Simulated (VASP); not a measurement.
A run of VASP 6.6.1 is set up as follows.

Contents of INCAR:

```
SYSTEM = KI
  PREC = Accurate
  ENCUT = 520
  EDIFF = 1E-7
  ISMEAR = -1
  SIGMA = 0.02
  LREAL = .FALSE.
  LASPH = .TRUE.
  NELM = 80
  ALGO = Normal
  ISIF = 2
  LWAVE = .FALSE.
  LCHARG = .FALSE.
  GGA = PE
  NBANDS = 15
```

KPOINTS

```
Automatic mesh
0
G
  6 6 6
  0 0 0
```

POSCAR

```
KI
1.0
    0.0000000000      3.4025128477      3.4025128477
    3.4025128477      0.0000000000      3.4025128477
    3.4025128477      3.4025128477      0.0000000000
K I
1 1
Direct
    0.0000000000      0.0000000000      0.0000000000
    0.5000000000      0.5000000000      0.5000000000
```

Potentials or basis: VASP PAW PBE potentials, release 64 (K_sv, I).

Launch:

```sh
$ cat potpaw_PBE.64/K_sv/POTCAR potpaw_PBE.64/I/POTCAR > POTCAR
$ mpirun -np 1 vasp_std > vasp.out
```

**Question.** Estimate the band gap on the k mesh.

**Answer.** 4.25 eV, direct.

**Question.** What does it give for the pressure?

**Answer.** 2.6 GPa.

Caveat: the cell differs from its parent crystal (strain -4.0%); spin-orbit coupling is left out, which moves the levels of the heavy elements. A k mesh can miss the band edges.
